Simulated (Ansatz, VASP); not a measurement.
# Y2Hf in VASP and in Ansatz

```xyz
3
Lattice="-1.9777 1.9777 5.4964 1.9777 -1.9777 5.4964 1.9777 1.9777 -5.4964" Properties=species:S:1:pos:R:3 pbc="T T T"
Y     0.0000    0.0000    7.1803
Y     0.0000    0.0000    3.8125
Hf    0.0000    0.0000    0.0000
```

Alike in both runs: functional PBE; k mesh 16 × 16 × 16; occupations gaussian, width 0.1 eV; no spin polarisation.

Ansatz relaxed the structure, and its values are those at the end. VASP's run is a single point on that final structure, the one shown.

|  | VASP | Ansatz |
| --- | --- | --- |
| version | VASP 6.6.1 | Ansatz 0.2.0 |
| potentials or method | VASP PAW PBE potentials, release 64 (Y_sv, Hf_pv), cutoff 520 eV | scalar-relativistic, plane waves, PAW |
| valence electrons in the cell | 32 | 48 |

```tsv
	VASP	Ansatz	Ansatz less VASP
gap on the k mesh at the Fermi level (eV)	none	none	-
pressure (GPa)	-0.2	0.0	+0.18
```

A gap of «none» marks a metal or a gap that the smearing closes. VASP's potentials hold 32 valence electrons a cell and Ansatz's 48, so a difference there can come from the potentials and not from the codes.

Neither program's run includes spin-orbit coupling.
